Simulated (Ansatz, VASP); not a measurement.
Na5ZrO2: VASP beside Ansatz

```
Na Zr O
1.0
     4.32584    0.00000    0.00000
     0.00000    4.32584    0.00000
     0.00000    0.00000   10.41482
Na Zr O
5 1 2
Cartesian
  2.1629 2.1629 0.0000
  0.0000 0.0000 6.8015
  0.0000 0.0000 3.6133
  2.1629 2.1629 6.9278
  2.1629 2.1629 3.4870
  0.0000 0.0000 0.0000
  0.0000 2.1629 0.0890
  2.1629 0.0000 10.3258
```

Alike in both runs: functional PBE; k mesh 4 × 4 × 2; occupations gaussian, width 0.2 eV; no spin polarisation.

Ansatz relaxed the structure, and its values are those at the end. VASP's run is a single point on that final structure, the one shown.

|  | VASP | Ansatz |
| --- | --- | --- |
| version | VASP 6.6.1 | Ansatz 0.2.0 |
| potentials or method | VASP PAW PBE potentials, release 64 (Na_pv, Zr_sv, O), cutoff 520 eV | scalar-relativistic, plane waves, PAW |
| valence electrons in the cell | 59 | 69 |

```tsv
	VASP	Ansatz	Ansatz less VASP
gap on the k mesh at the Fermi level (eV)	none	none	-
pressure (GPa)	0.1	0.1	-0.07
rms of the force components (eV/Å)	0.008	0.009	+0.0006
```

A gap of «none» marks a metal or a gap that the smearing closes. VASP's potentials hold 59 valence electrons a cell and Ansatz's 69, so a difference there can come from the potentials and not from the codes.

The k mesh is coarse, so the values compare programs but aren't converged.
